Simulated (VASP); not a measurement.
Set up this calculation in VASP 6.6.1, as the native input.

```
Task                   : single point
Functional             : PBEsol
Potentials or basis    : VASP PAW PBE potentials, release 64 (Ni)
Cutoff                 : 520 eV
k mesh                 : 22 × 22 × 22
Occupations            : gaussian, width 0.15 eV
Spin                   : collinear spin, ferromagnetic start
Starting moments       : [0.81] μB
Dipole correction      : no
Further INCAR settings : ALGO = Normal; EDIFF = 1e-06; NBANDS = 15
```

The structure of Ni lies in POSCAR:

```
Ni
1.0
    0.0000000000      1.7016518750      1.7016518750
    1.7679500000     -0.0662981250      1.7679500000
    1.7679500000      1.7679500000     -0.0662981250
Ni
1
Direct
    0.0000000000      0.0000000000      0.0000000000
```

This cell differs from its parent crystal: strain -0.0750 x Voigt [0, 0, 0, 1, 0, 0].

The input as run:

INCAR

```
ALGO = Normal ; EDIFF = 1E-6
ENCUT = 520 ; GGA = PS
ISIF = 2 ; ISMEAR = 0
ISPIN = 2 ; LASPH = T
LCHARG = F ; LMAXMIX = 4
LORBIT = 11 ; LREAL = F
LWAVE = F ; MAGMOM = 0.81
NBANDS = 15 ; NELM = 150
PREC = Accurate ; SIGMA = 0.15
```

KPOINTS

```
k-points
0
Gamma
  22 22 22
```

Potentials or basis: VASP PAW PBE potentials, release 64 (Ni).

Launch:

```bash
$ cat potpaw_PBE.64/Ni/POTCAR > POTCAR
$ mpirun -np 1 vasp_std > vasp.out
```

Results of the run:

```
Pressure                                              : -10.9 GPa
Net moment                                            : 0.63 μB per cell
Site moments                                          : Ni +0.64 μB
Valence electrons inside the program's atomic spheres : Ni 9.29
```

Caveat: the cell differs from its parent crystal (strain -0.0750 x Voigt [0, 0, 0, 1, 0, 0]); the PAW data sets were made with another functional, which shifts forces and pressure a little.

It took 6.8 min on 1 thread of Intel(R) Xeon(R) Platinum 8259CL CPU @ 2.50GHz (Skylake/Cascade Lake), on a shared host, peak memory 0.45 GiB.
